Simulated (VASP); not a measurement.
Crystal: PbO2.

```
Pb O
1.0
     4.95770    0.00000    0.00000
     0.00000    4.95770    0.00000
     0.00000    0.00000    3.38790
Pb O
2 4
Cartesian
  0.0000 0.0000 0.0000
  2.4788 2.4788 1.6940
  1.5230 1.5230 0.0000
  0.9558 4.0019 1.6940
  3.4347 3.4347 0.0000
  4.0019 0.9558 1.6940
```

| Property | Result |
| --- | --- |
| Program | VASP 6.6.1 |
| Task | relaxation of cell and atoms |
| Functional | r2SCAN |
| Potentials or basis | VASP PAW PBE potentials, release 64 (Pb_d, O) |
| Cutoff | 600 eV |
| k mesh | 7 × 7 × 9 |
| Occupations | fermi-dirac, width 0.1 eV |
| Spin | no spin polarisation |

At the start: pressure 3.4 GPa; volume 13.88 Å³/atom.

Task: How do energy, volume and symmetry change on relaxing?

Result: Over 5 steps the energy falls by 3.1 meV/atom and the volume is 14.17 Å³/atom (+2.1 %); space group P4_2/mnm (No. 136, to 0.1 Å) before and after.

The path:
```
step  energy change (eV)  largest force (eV/Å)  pressure (GPa)  volume (Å³)
   1              0.0000                0.0507            3.36        83.27
   2             -0.0007                0.0822           -2.99        86.83
   3             -0.0186                0.0210            0.00        85.03
   4             -0.0186                0.0197            0.07        85.00
   5             -0.0186                0.0063            0.06        85.02
```

Final structure:
```
Pb O
1.0
     4.98908    0.00000    0.00000
     0.00000    4.98908    0.00000
     0.00000    0.00000    3.41570
Pb O
2 4
Direct
  0.00000 0.00000 0.00000
  0.50000 0.50000 0.50000
  0.30715 0.30715 0.00000
  0.19285 0.80715 0.50000
  0.69285 0.69285 0.00000
  0.80715 0.19285 0.50000
```

Caveat: the PAW data sets were made with another functional, which shifts forces and pressure a little.
